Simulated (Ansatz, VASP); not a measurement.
## One calculation of MgO, two programs

```
CELL_PARAMETERS angstrom
3.13000 0.00000 0.00000
-1.56500 2.71066 0.00000
0.00000 0.00000 5.22020
ATOMIC_POSITIONS crystal
Mg 0.33333 0.66667 0.00366
Mg 0.66667 0.33333 0.50366
O 0.33333 0.66667 0.40094
O 0.66667 0.33333 0.90094
```

Alike in both runs: task single point; functional PBEsol; k mesh 9 × 9 × 6; occupations gaussian, width 0.05 eV; no spin polarisation.

|  | VASP | Ansatz |
| --- | --- | --- |
| version | VASP 6.6.1 | Ansatz 0.2.0 |
| potentials or method | VASP PAW PBE potentials, release 64 (Mg, O), cutoff 520 eV | scalar-relativistic, plane waves, PAW |
| valence electrons in the cell | 16 | 32 |

VASP gave:

* gap on the k mesh at the Fermi level (eV): 3.91
* least direct gap on the mesh (eV): 3.91
* pressure (GPa): 12.4
* traceless stress, the component that is largest in VASP (GPa): -15.46
* rms of the force components (eV/Å): 0.538

Problem. Which values does Ansatz return?

Solution. gap on the k mesh at the Fermi level (eV): 3.91; least direct gap on the mesh (eV): 3.91; pressure (GPa): 12.5; traceless stress, the component that is largest in VASP (GPa): -15.16; rms of the force components (eV/Å): 0.526.

VASP's potentials were made for PBE, not for PBEsol, and Ansatz warns of the same on its side. Atom by atom the forces differ by 0.012 eV/Å (rms over components). VASP's potentials hold 16 valence electrons a cell and Ansatz's 32, so a difference there can come from the potentials and not from the codes.
